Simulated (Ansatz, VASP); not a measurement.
GaN in VASP and in Ansatz

The input INCAR:

```
PREC = Accurate ; ENCUT = 520
EDIFF = 1E-6 ; ISMEAR = 0
SIGMA = 0.02 ; LREAL = False
LASPH = True ; NELM = 80
ALGO = Normal ; ISIF = 2
LWAVE = False ; LCHARG = False
GGA = PS ; NBANDS = 16
```

The input KPOINTS:

```
regular mesh
0
Gamma
  10 10 10
```

The input POSCAR:

```
GaN
1.0
    0.0000000000      2.2490690254      2.2490690254
    2.2490690254      0.0000000000      2.2490690254
    2.2490690254      2.2490690254      0.0000000000
Ga N
1 1
Direct
    0.0000000000      0.0000000000      0.0000000000
    0.7500000000      0.7500000000      0.7500000000
```

Input for Ansatz:

```yaml
crystal:
  lattice:
    - [0.0, 2.2490690254, 2.2490690254]
    - [2.2490690254, 0.0, 2.2490690254]
    - [2.2490690254, 2.2490690254, 0.0]
  atoms:
    - { symbol: Ga, position: [0.0, 0.0, 0.0] }
    - { symbol: "N", position: [0.75, 0.75, 0.75] }
basis:
  ecutwfc: 420
kpoints:
  mp_grid: { grid: [10, 10, 10] }
hamiltonian:
  xc: pbesol
scf:
  occupations: { method: gaussian, width: 0.02 }
output:
  eigenvalues: true
  states_by_energy: {}
checkpoint:
  read: start.run
  write: ck
  compress: false
  write_wavefunctions: false
  write_every: 100000
```

Alike in both runs: task single point; functional PBEsol; k mesh 10 × 10 × 10; occupations gaussian, width 0.02 eV; no spin polarisation.

|  | VASP | Ansatz |
| --- | --- | --- |
| version | VASP 6.6.1 | Ansatz 0.2.0 |
| potentials or method | VASP PAW PBE potentials, release 64 (Ga_d, N), cutoff 520 eV | scalar-relativistic, plane waves, PAW |
| valence electrons in the cell | 18 | 18 |

|  | VASP | Ansatz | Ansatz less VASP |
| --- | --- | --- | --- |
| gap on the k mesh at the Fermi level (eV) | 1.72 | 1.70 | -0.019 |
| least direct gap on the mesh (eV) | 1.72 | 1.70 | -0.019 |

VASP's potentials were made for PBE, not for PBEsol.
